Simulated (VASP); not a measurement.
# CrPb7S8 (Fm-3m) in VASP: single point with PBEsol

Aim: the single point of CrPb7S8 with PBEsol.

Program: VASP 6.6.1. These are calculated values, not measurements. Logs are shortened: lines on timing, memory, paths and dates and some standing lists are left out, and cuts for length are marked.

### 1 The cell of the first run

It takes space group Fm-3m (No. 225, cubic). Conventional cell: a = 11.847 Å, b = 11.847 Å, c = 11.847 Å, α = 90.00°, β = 90.00°, γ = 90.00°. Cr (site symmetry m-3m) has 6 S at 2.81 Å within 3.7 Å. Within 3.9 Å of Pb (site symmetry mmm) lie 6 S at 2.96 to 2.97 Å. Pb (site symmetry m-3m) has 6 S at 3.12 Å within 4.1 Å. S (site symmetry -43m) has 6 Pb at 2.96 Å within 3.9 Å. S (site symmetry 4mm) has 1 Cr at 2.81 Å and 5 Pb at 2.97 to 3.12 Å within 3.7 Å.

### 2 Single point, PBEsol

Contents of INCAR:

```
SYSTEM = CrPb7S8
PREC = Accurate
ENCUT = 520
EDIFF = 1E-6
ISMEAR = 0
SIGMA = 0.05
LREAL = Auto
LASPH = .TRUE.
NELM = 60
ALGO = Normal
ISIF = 2
LWAVE = .FALSE.
LCHARG = .FALSE.
GGA = PS
NBANDS = 93
```

Contents of KPOINTS:

```
regular mesh
0
G
  3 3 3
  0 0 0
```

Contents of POSCAR:

```
CrPb7S8
1.0
    0.0000000000      5.9237000000      5.9237000000
    5.9237000000      0.0000000000      5.9237000000
    5.9237000000      5.9237000000      0.0000000000
Cr Pb S
1 7 8
Direct
    0.0000000000      0.0000000000      1.0000000000
    0.0000000000      0.0000000000      0.5000000000
    0.0000000000      0.5000000000      0.0000000000
    0.0000000000      0.5000000000      0.5000000000
    0.5000000000      0.0000000000      0.0000000000
    0.5000000000      0.0000000000      0.5000000000
    0.5000000000      0.5000000000      0.0000000000
    0.5000000000      0.5000000000      0.5000000000
    0.2500000000      0.2500000000      0.2500000000
    0.2368516804      0.2368516804      0.7631483196
    0.2368516804      0.7631483196      0.2368516804
    0.2368516804      0.7631483196      0.7631483196
    0.7631483196      0.2368516804      0.2368516804
    0.7631483196      0.2368516804      0.7631483196
    0.7631483196      0.7631483196      0.2368516804
    0.7500000000      0.7500000000      0.7500000000
```

Potentials or basis: VASP PAW PBE potentials, release 64 (Cr_pv, Pb_d, S).

Launch:

```sh
$ cat potpaw_PBE.64/Cr_pv/POTCAR potpaw_PBE.64/Pb_d/POTCAR potpaw_PBE.64/S/POTCAR > POTCAR
$ mpirun -np 1 vasp_std > vasp.out
```

OUTCAR:

```text
SYSTEM = CrPb7S8
   PREC = Accurate
   ENCUT = 520
   EDIFF = 1E-6
   ISMEAR = 0
   LREAL = Auto
   LASPH = .TRUE.
   NELM = 60
   ISIF = 2
   GGA = PS

 ion  position               nearest neighbor table
   1  0.000  0.000  0.000-  10 2.81  11 2.81  12 2.81  13 2.81  14 2.81  15 2.81
   2  0.000  0.000  0.500-   9 2.96  16 2.96  12 2.97  13 2.97  14 2.97  11 2.97
   3  0.000  0.500  0.000-   9 2.96  16 2.96  12 2.97  13 2.97  15 2.97  10 2.97
   4  0.000  0.500  0.500-   9 2.96  16 2.96  11 2.97  14 2.97  15 2.97  10 2.97
   5  0.500  0.000  0.000-   9 2.96  16 2.96  11 2.97  14 2.97  15 2.97  10 2.97
   6  0.500  0.000  0.500-   9 2.96  16 2.96  12 2.97  13 2.97  15 2.97  10 2.97
[... 8 lines left out ...]
  15  0.763  0.763  0.237-   1 2.81   3 2.97   4 2.97   5 2.97   6 2.97   8 3.12
  16  0.750  0.750  0.750-   2 2.96   3 2.96   4 2.96   5 2.96   6 2.96   7 2.96

  LATTYP: Found a face centered cubic cell.
 ALAT       =    11.8474000000

  Lattice vectors:

 A1 = (   0.0000000000,   5.9237000000,   5.9237000000)
 A2 = (   5.9237000000,   0.0000000000,   5.9237000000)
 A3 = (   5.9237000000,   5.9237000000,   0.0000000000)

Analysis of symmetry for initial positions (statically):
=====================================================================
 Subroutine PRICEL returns:
 Original cell was already a primitive cell.

 Routine SETGRP: Setting up the symmetry group for a
 face centered cubic supercell.

 Subroutine GETGRP returns: Found 48 space group operations
 (whereof 48 operations were pure point group operations)
 out of a pool of 48 trial point group operations.

The static configuration has the point symmetry O_h .

Analysis of symmetry for dynamics (positions and initial velocities):
=====================================================================
 Subroutine PRICEL returns:
 Original cell was already a primitive cell.

 Routine SETGRP: Setting up the symmetry group for a
 face centered cubic supercell.

 Subroutine GETGRP returns: Found 48 space group operations
 (whereof 48 operations were pure point group operations)
 out of a pool of 48 trial point group operations.

The dynamic configuration has the point symmetry O_h .

 Subroutine INISYM returns: Found 48 space group operations
 (whereof 48 operations are pure point group operations),
 and found     1 'primitive' translations

----------------------------------------------------------------------------------------

                                     Primitive cell

[... 103 lines left out ...]
   ISIF   =      2    stress and relaxation
   ISYM   =      2    0-nonsym 1-usesym 2-fastsym
   POTIM  = 0.5000    time-step for ionic-motion
   TEBEG  =    0.0;   TEEND  =   0.0 temperature during run
   PSTRESS=    0.0 pullay stress
   NELECT =     158.0000    total number of electrons
   NUPDOWN=      -1.0000    fix difference up-down
   EMIN   =  10.00;   EMAX   =-10.00  energy-range for DOS
   EFERMI =   0.00;   METHOD = LEGACY
   ISMEAR =     0;   SIGMA  =   0.05  broadening in eV -4-tet -1-fermi 0-gaus
   EFERMI_NEDOS =   21; number of points for ismear=-14 and -15
   IALGO  =     38    algorithm
   IMIX   =      4    mixing-type and parameters
     AMIX     =   0.40;   BMIX     =  1.00
     AMIX_MAG =   1.60;   BMIX_MAG =  1.00
  volume/ion in A,a.u.               =      25.98       175.34
  Fermi-wavevector in a.u.,A,eV,Ry     =   1.185835  2.240903 19.132565  1.406204
  Thomas-Fermi vector in A             =   2.322020
   LORBIT       =      0    0 simple, 1 ext, 2 COOP (PROOUT), +10 PAW based schemes
   GGA     = PS    functional components
   LHFCALC =     F    Hartree Fock is set to
   AEXX    =    0.0000 exact exchange contribution
   IVDW    =     0    specifies the selected vdW correction
   LEPSILON=     F    determine dielectric tensor
   LRPA    =     F    only Hartree local field effects (RPA)
 non-spin polarized calculation
 Gauss-broadening in eV      SIGMA  =   0.05
  energy-cutoff  :      520.00
  volume of cell :      415.73
 maximum number of plane-waves:     11206
 NGX is ok and might be reduce to    64
   NGX = 31   NGY = 31   NGZ = 31

 number of electron     157.9999977 magnetization

 Free energy of the ion-electron system (eV)
  ---------------------------------------------------
  ext. energy  EPLUGINS =         0.00000000
  ---------------------------------------------------
  free energy    TOTEN  =       -77.57705097 eV

  energy without entropy =      -77.51269987  energy(sigma->0) =      -77.54487542

 E-fermi :   5.8565     XC(G=0):  -9.8226

 val. band max:        5.8526011209   @ k =  -0.3333   0.3333   0.0000
 cond. band min:       5.8615432107   @ k =   0.0000   0.0000   0.0000
 fundamental gap:      0.0089420898
 Fermi energy:         5.8564859667

 k-point     1 :       0.0000    0.0000    0.0000
  band No.  band energies     occupation
      1     -37.1133      2.00000
      2     -37.1132      2.00000
      3     -37.1132      2.00000
      4     -12.0417      2.00000
      5     -12.0417      2.00000
      6     -12.0277      2.00000
[... 365 lines left out ...]
     90       7.8571      0.00000
     91       8.2327      0.00000
 [bands above 91 left out]

------------------------ aborting loop because EDIFF is reached ----------------------------------------

  FORCE on cell =-STRESS in cart. coord.  units (eV):
  Direction    XX          YY          ZZ          XY          YZ          ZX
  --------------------------------------------------------------------------------------
  -------------------------------------------------------------------------------------
  Total      -11.5361261    -11.5361261    -11.5361261     -0.0000000      0.0000000      0.0000000
  in kB      -44.4591764    -44.4591764    -44.4591764     -0.0000000      0.0000000      0.0000000
  external PRESSURE =     -44.4591764 kB  Pullay stress =       0.0000000 kB

 VOLUME and BASIS-vectors are now :
 -----------------------------------------------------------------------------
  energy-cutoff  :      520.00
  volume of cell :      415.73
      direct lattice vectors                 reciprocal lattice vectors
     0.000000000  5.923700000  5.923700000    -0.084406705  0.084406705  0.084406705
     5.923700000  0.000000000  5.923700000     0.084406705 -0.084406705  0.084406705
     5.923700000  5.923700000  0.000000000     0.084406705  0.084406705 -0.084406705

 POSITION                                       TOTAL-FORCE (eV/Angst)
 -----------------------------------------------------------------------------------
      0.00000      0.00000      0.00000        -0.000000      0.000000     -0.000000
      2.96185      2.96185      0.00000        -0.000000      0.000000      0.000000
      2.96185      0.00000      2.96185        -0.000000      0.000000      0.000000
      5.92370      2.96185      2.96185        -0.000000     -0.000000      0.000000
      0.00000      2.96185      2.96185        -0.000000      0.000000      0.000000
      2.96185      5.92370      2.96185        -0.000000      0.000000     -0.000000
[... 8 lines left out ...]
      5.92370      5.92370      9.04132        -0.000000      0.000000      0.551268
      8.88555      8.88555      8.88555        -0.000000      0.000000      0.000000
 -----------------------------------------------------------------------------------
    total drift:                                0.000000      0.000000      0.000000

  FREE ENERGIE OF THE ION-ELECTRON SYSTEM (eV)
  ---------------------------------------------------
  free  energy   TOTEN  =       -77.5770509668 eV

  energy  without entropy=      -77.5126998693  energy(sigma->0) =      -77.54487542
```

OSZICAR:

```text
N       E                     dE             d eps       ncg     rms          rms(c)
DAV:   1     0.197993282790E+04    0.19799E+04   -0.71076E+04   744   0.181E+03
DAV:   2     0.259278033230E+03   -0.17207E+04   -0.16792E+04   744   0.512E+02
DAV:   3    -0.517976540818E+02   -0.31108E+03   -0.29059E+03   980   0.235E+02
[... 11 lines left out ...]
DAV:  15    -0.775772152806E+02   -0.15811E-03   -0.11944E-03   912   0.143E-01    0.238E-01
DAV:  16    -0.775770522456E+02    0.16304E-03   -0.25628E-04   832   0.604E-02    0.768E-02
DAV:  17    -0.775770672217E+02   -0.14976E-04   -0.93063E-05   960   0.368E-02    0.819E-02
DAV:  18    -0.775770511233E+02    0.16098E-04   -0.24301E-05   848   0.175E-02    0.137E-02
DAV:  19    -0.775770509668E+02    0.15659E-06   -0.79120E-06   832   0.102E-02
   1 F= -.77577051E+02 E0= -.77544875E+02  d E =-.643511E-01
```

Run time: 4.2 min. Hardware: 1 thread of Intel Xeon 6975P-C (Granite Rapids), shared host; peak memory 0.59 GiB.

Results:

```
Free energy            : -77.5771 eV
Pressure               : -4.4 GPa
Largest force          : 0.551 eV/Å
Band gap on the k mesh : zero (band 79 reaches 5.86 eV, above the bottom of band 80 at 5.84 eV)
```

Forces in eV/Å, atoms in the order of the input:
```
Cr   0.000  0.000  0.000
Pb   0.000  0.000  0.000
Pb   0.000  0.000  0.000
Pb   0.000  0.000  0.000
Pb   0.000  0.000  0.000
Pb   0.000  0.000  0.000
Pb   0.000  0.000  0.000
Pb   0.000  0.000  0.000
S    0.000  0.000  0.000
S    0.000  0.000 -0.551
S    0.000 -0.551  0.000
S    0.551  0.000  0.000
S   -0.551  0.000  0.000
S    0.000  0.551  0.000
S    0.000  0.000  0.551
S    0.000  0.000  0.000
```

Levels at points of the mesh, in eV from the Fermi level:
```tsv
k point	band 75	band 76	band 77	band 78	band 79	band 80	band 81	band 82	band 83	band 84
(0.00, 0.00, 0.00)	-0.83	-0.83	-0.83	-0.16	0.01	0.01	0.01	0.26	0.26	0.26
```

Caveat: the PAW data sets were made with another functional, which shifts forces and pressure a little; spin-orbit coupling is left out, which moves the levels of the heavy elements; the run has no spin polarisation, though such a crystal can be magnetic.
